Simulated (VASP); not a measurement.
A run of VASP 6.6.1:

INCAR

```
ALGO = Normal
EDIFF = 1E-6
ENCUT = 910
GGA_COMPAT = F
ISIF = 2
ISMEAR = 0
LASPH = T
LCHARG = F
LREAL = F
LWAVE = F
NBANDS = 25
NELM = 120
PREC = Accurate
SIGMA = 0.05
```

KPOINTS

```
k-points
0
Gamma
  6 6 8
```

POSCAR

```
SiO2
1.0
    4.1302000000      0.0000000000      0.0000000000
    0.0000000000      4.1302000000      0.0000000000
    0.0000000000      0.0000000000      2.5336000000
Si O
2 4
Direct
    0.5000000000      0.5000000000      0.5000000000
    0.0000000000      0.0000000000      0.0000000000
    0.6944252994      0.6944252994      0.0000000000
    0.1944252994      0.8055747006      0.5000000000
    0.3055747006      0.3055747006      0.0000000000
    0.8055747006      0.1944252994      0.5000000000
```

Potentials or basis: VASP PAW LDA potentials, release 64 (Si, O_h).

Launch:

```console
$ cat potpaw_LDA.64/Si/POTCAR potpaw_LDA.64/O_h/POTCAR > POTCAR
$ mpirun -np 1 vasp_std > vasp.out
```

Hardware: 1 thread of Intel(R) Xeon(R) 6975P-C (Granite Rapids), with other jobs on the host.

Q: How long does it take, and how much memory?

A: Run time: 47 s on 1 thread of Intel(R) Xeon(R) 6975P-C (Granite Rapids), with other jobs on the host, peak memory 0.23 GiB. Counts: scf iterations 12, k points 50.
